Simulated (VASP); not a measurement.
# HPt6 in VASP: a series of runs, part 2 of 2

VASP 6.6.1.

## (5) Single point, PBE

The input, INCAR:

```
PREC = Accurate ; ENCUT = 520
EDIFF = 1E-6 ; ISMEAR = 0
SIGMA = 0.1 ; LREAL = F
LASPH = T ; NELM = 100
ALGO = Normal ; ISIF = 2
LWAVE = F ; LCHARG = F
LDIPOL = T ; IDIPOL = 3
DIPOL = 0.5 0.5 0.291 ; GGA = PE
NBANDS = 74
```

The input, KPOINTS:

```
Automatic mesh
0
Gamma
  5 5 1
```

The input, POSCAR:

```
HPt6
1.0
    5.6143281343      0.0000000000      0.0000000000
    0.0000000000      5.6143281343      0.0000000000
    0.0000000000      0.0000000000     21.8513792319
Pt H
12 2
Direct
    0.2500000000      0.2500000000      0.1830548066
    0.2500000000      0.7500000000      0.1830548066
    0.7500000000      0.2500000000      0.1830548066
    0.7500000000      0.7500000000      0.1830548066
    0.0000000000      0.0000000000      0.2712126041
    0.0000000000      0.5000000000      0.2712126041
    0.5000000000      0.0000000000      0.2712126041
    0.5000000000      0.5000000000      0.2712126041
    0.2500000000      0.2500000000      0.3593081768
    0.2500000000      0.7500000000      0.3593081768
    0.7500000000      0.2500000000      0.3593081768
    0.7500000000      0.7500000000      0.3593081768
   -0.0667933885      0.0000000000      0.4091906116
    0.0667933885      0.0000000000      0.4091906116
```

Potentials or basis: VASP PAW PBE potentials, release 64 (Pt, H).

Run with:

```bash
$ cat potpaw_PBE.64/Pt/POTCAR potpaw_PBE.64/H/POTCAR > POTCAR
$ mpirun -np 1 vasp_std > vasp.out
```

OUTCAR:

```text
PREC = Accurate
   ENCUT = 520
   EDIFF = 1E-6
   ISMEAR = 0
   LREAL = F
   LASPH = T
   NELM = 100
   ISIF = 2
   GGA = PE

 ion  position               nearest neighbor table
   1  0.250  0.250  0.183-   5 2.77   6 2.77   7 2.77   8 2.77   2 2.81   3 2.81   2 2.81   3 2.81

   2  0.250  0.750  0.183-   5 2.77   6 2.77   7 2.77   8 2.77   1 2.81   4 2.81   1 2.81   4 2.81

   3  0.750  0.250  0.183-   5 2.77   6 2.77   7 2.77   8 2.77   1 2.81   4 2.81   4 2.81   1 2.81
[... 4 lines left out ...]
                             6 2.81   7 2.81   6 2.81   7 2.81
   6  0.000  0.500  0.271-   9 2.77  10 2.77  11 2.77  12 2.77   1 2.77   2 2.77   3 2.77   4 2.77
                             5 2.81   8 2.81   5 2.81   8 2.81
   7  0.500  0.000  0.271-   9 2.77  10 2.77  11 2.77  12 2.77   1 2.77   2 2.77   3 2.77   4 2.77
                             5 2.81   8 2.81   8 2.81   5 2.81
   8  0.500  0.500  0.271-   9 2.77  10 2.77  11 2.77  12 2.77   1 2.77   2 2.77   3 2.77   4 2.77
                             6 2.81   7 2.81   7 2.81   6 2.81
   9  0.250  0.250  0.359-  14 2.05   6 2.77   7 2.77   8 2.77   5 2.77  11 2.81  10 2.81  10 2.81
                            11 2.81
  10  0.250  0.750  0.359-  14 2.05   6 2.77   7 2.77   8 2.77   5 2.77  12 2.81   9 2.81   9 2.81
                            12 2.81
  11  0.750  0.250  0.359-  13 2.05   6 2.77   7 2.77   8 2.77   5 2.77  12 2.81   9 2.81  12 2.81
                             9 2.81
  12  0.750  0.750  0.359-  13 2.05   6 2.77   7 2.77   8 2.77   5 2.77  11 2.81  10 2.81  11 2.81
                            10 2.81
  13  0.933  0.000  0.409-  14 0.75  12 2.05  11 2.05
  14  0.067  0.000  0.409-  13 0.75  10 2.05   9 2.05

  LATTYP: Found a simple tetragonal cell.
 ALAT       =     5.6143281343
 C/A-ratio  =     3.8920737636

  Lattice vectors:

 A1 = (   5.6143281343,   0.0000000000,   0.0000000000)
 A2 = (   0.0000000000,   5.6143281343,   0.0000000000)
 A3 = (   0.0000000000,   0.0000000000,  21.8513792319)

Analysis of symmetry for initial positions (statically):
=====================================================================
[... 179 lines left out ...]
  ext. energy  EPLUGINS =         0.00000000
  ---------------------------------------------------
  free energy    TOTEN  =       -72.13205097 eV

  energy without entropy =      -71.97669105  energy(sigma->0) =      -72.05437101

 E-fermi :  -1.0467     XC(G=0):  -4.5164

 val. band max:       -1.0586534574   @ k =   0.0000   0.2000   0.0000
 cond. band min:      -1.0459354554   @ k =   0.4000   0.4000   0.0000
 fundamental gap:      0.0127180021
 Fermi energy:        -1.0467116558

 k-point     1 :       0.0000    0.0000    0.0000
  band No.  band energies     occupation
      1     -11.0154      2.00000
      2      -9.5522      2.00000
      3      -7.5464      2.00000
      4      -7.5298      2.00000
      5      -7.3637      2.00000
      6      -7.3189      2.00000
[... 673 lines left out ...]
     72       2.7403      0.00000
     73       3.3452      0.00000
 [bands above 73 left out]

------------------------ aborting loop because EDIFF is reached ----------------------------------------

 vacuum level on the upper side and lower side of the slab       (xc-potential included)        -0.291         0.043

  FORCE on cell =-STRESS in cart. coord.  units (eV):
  Direction    XX          YY          ZZ          XY          YZ          ZX
  --------------------------------------------------------------------------------------
  -------------------------------------------------------------------------------------
  Total       -7.4080390    -10.6531571      2.3026681      0.0000000      0.0000000      0.0000000
  in kB      -17.2321475    -24.7807518      5.3563320      0.0000000      0.0000000      0.0000000
  external PRESSURE =     -12.2188558 kB  Pullay stress =       0.0000000 kB

 VOLUME and BASIS-vectors are now :
 -----------------------------------------------------------------------------
  energy-cutoff  :      520.00
  volume of cell :      688.77
      direct lattice vectors                 reciprocal lattice vectors
     5.614328134  0.000000000  0.000000000     0.178115703  0.000000000  0.000000000
     0.000000000  5.614328134  0.000000000     0.000000000  0.178115703  0.000000000
     0.000000000  0.000000000 21.851379232     0.000000000  0.000000000  0.045763702

 POSITION                                       TOTAL-FORCE (eV/Angst)
 -----------------------------------------------------------------------------------
      1.40358      1.40358      4.00000         0.027244      0.043498     -0.034010
      1.40358      4.21075      4.00000         0.027244     -0.043498     -0.034010
      4.21075      1.40358      4.00000        -0.027244      0.043498     -0.034010
      4.21075      4.21075      4.00000        -0.027244     -0.043498     -0.034010
      0.00000      0.00000      5.92637         0.000000      0.000000     -0.470011
      0.00000      2.80716      5.92637         0.000000      0.000000     -0.310416
      2.80716      0.00000      5.92637         0.000000      0.000000     -0.318385
      2.80716      2.80716      5.92637         0.000000      0.000000      0.252786
      1.40358      1.40358      7.85138         0.237431      0.248329      0.168912
      1.40358      4.21075      7.85138         0.237431     -0.248329      0.168912
      4.21075      1.40358      7.85138        -0.237431      0.248329      0.168912
      4.21075      4.21075      7.85138        -0.237431     -0.248329      0.168912
      5.23933      0.00000      8.94138        -4.163720     -0.000000      0.153209
      0.37500      0.00000      8.94138         4.163720      0.000000      0.153209
 -----------------------------------------------------------------------------------
    total drift:                                0.000000      0.000000     -0.000099

  FREE ENERGIE OF THE ION-ELECTRON SYSTEM (eV)
  ---------------------------------------------------
  free  energy   TOTEN  =       -72.1320509651 eV

  energy  without entropy=      -71.9766910500  energy(sigma->0) =      -72.05437101

 vacuum level on the upper side and lower side of the slab         4.158         4.499
```

OSZICAR:

```text
N       E                     dE             d eps       ncg     rms          rms(c)
DAV:   1     0.850993396851E+03    0.85099E+03   -0.50292E+04  1332   0.135E+03
DAV:   2    -0.165086344441E+01   -0.85264E+03   -0.78441E+03  1656   0.265E+02
DAV:   3    -0.739586808816E+02   -0.72308E+02   -0.66629E+02  1624   0.730E+01
[... 23 lines left out ...]
DAV:  27    -0.721320435218E+02   -0.44390E-05   -0.16036E-07   872   0.129E-03    0.159E-03
DAV:  28    -0.721320471662E+02   -0.36445E-05   -0.13634E-07   856   0.970E-04    0.875E-04
DAV:  29    -0.721320489565E+02   -0.17902E-05   -0.12425E-07   868   0.825E-04    0.349E-04
DAV:  30    -0.721320503144E+02   -0.13580E-05   -0.61431E-08   852   0.502E-04    0.206E-04
DAV:  31    -0.721320509651E+02   -0.65063E-06   -0.51123E-08   838   0.328E-04
   1 F= -.72132051E+02 E0= -.72054371E+02  d E =-.155360E+00
```

Run time: 25 min. Hardware: 1 thread of Oxide Virtual Turin-like, shared host; peak memory 0.75 GiB.

Results:

```yaml
Free_energy: -72.1321 eV
Largest_force: 4.167 eV/Å
Band_gap_on_the_k_mesh: zero (band 61 reaches -0.96 eV, above the bottom of band 62 at -1.13 eV)
```

Forces in eV/Å, atoms in the order of the input:
```
Pt   0.027  0.043 -0.034
Pt   0.027 -0.043 -0.034
Pt  -0.027  0.043 -0.034
Pt  -0.027 -0.043 -0.034
Pt   0.000  0.000 -0.470
Pt   0.000  0.000 -0.310
Pt   0.000  0.000 -0.318
Pt   0.000  0.000  0.253
Pt   0.237  0.248  0.169
Pt   0.237 -0.248  0.169
Pt  -0.237  0.248  0.169
Pt  -0.237 -0.248  0.169
H   -4.164  0.000  0.153
H    4.164  0.000  0.153
```

Caveat: spin-orbit coupling is left out, which moves the levels of the heavy elements.

## (6) Single point, PBE

The input, INCAR:

```
SYSTEM = HPt6
  ALGO = Normal
  DIPOL = 0.5 0.5 0.293
  EDIFF = 1E-7
  ENCUT = 520
  GGA = PE
  IDIPOL = 3
  ISIF = 2
  ISMEAR = 0
  LASPH = .TRUE.
  LCHARG = .FALSE.
  LDIPOL = .TRUE.
  LREAL = .FALSE.
  LWAVE = .FALSE.
  NBANDS = 74
  NELM = 100
  PREC = Accurate
  SIGMA = 0.1
```

The input, KPOINTS:

```
k-points
0
G
  5 5 1
  0 0 0
```

Changes to POSCAR since step 5:

```diff
@@ -20,3 +20,3 @@
     0.7500000000      0.7500000000      0.3593081768
-   -0.0667933885      0.0000000000      0.4091906116
-    0.0667933885      0.0000000000      0.4091906116
+   -0.1051773224      0.0000000000      0.4238349961
+    0.1051773224      0.0000000000      0.4238349961
```

Potentials or basis: VASP PAW PBE potentials, release 64 (Pt, H).

Run with:

```bash
$ cat potpaw_PBE.64/Pt/POTCAR potpaw_PBE.64/H/POTCAR > POTCAR
$ mpirun -np 1 vasp_std > vasp.out
```

It took 16 min on 1 thread of Oxide Virtual Turin-like, shared host; peak memory 0.75 GiB.

The run converged. Its results:

```
Free energy            : -72.3585 eV
Largest force          : 0.987 eV/Å
Band gap on the k mesh : zero (band 61 reaches -0.86 eV, above the bottom of band 62 at -1.16 eV)
```

Forces in eV/Å, atoms in the order of the input:
```
Pt   0.019  0.042 -0.042
Pt   0.019 -0.042 -0.042
Pt  -0.019  0.042 -0.042
Pt  -0.019 -0.042 -0.042
Pt   0.000  0.000 -0.352
Pt   0.000  0.000 -0.236
Pt   0.000  0.000 -0.292
Pt   0.000  0.000  0.253
Pt  -0.116 -0.189  0.691
Pt  -0.116  0.189  0.691
Pt   0.116 -0.189  0.691
Pt   0.116  0.189  0.691
H   -0.075  0.000 -0.984
H    0.075  0.000 -0.984
```

Levels at points of the mesh, in eV from the Fermi level:
| k point | band 59 | band 60 | band 61 | band 62 | band 63 | band 64 |
| --- | --- | --- | --- | --- | --- | --- |
| (0.00, 0.00, 0.00) | 0.09 | 0.09 | 0.22 | 0.34 | 0.72 | 0.73 |

Caveat: spin-orbit coupling is left out, which moves the levels of the heavy elements.
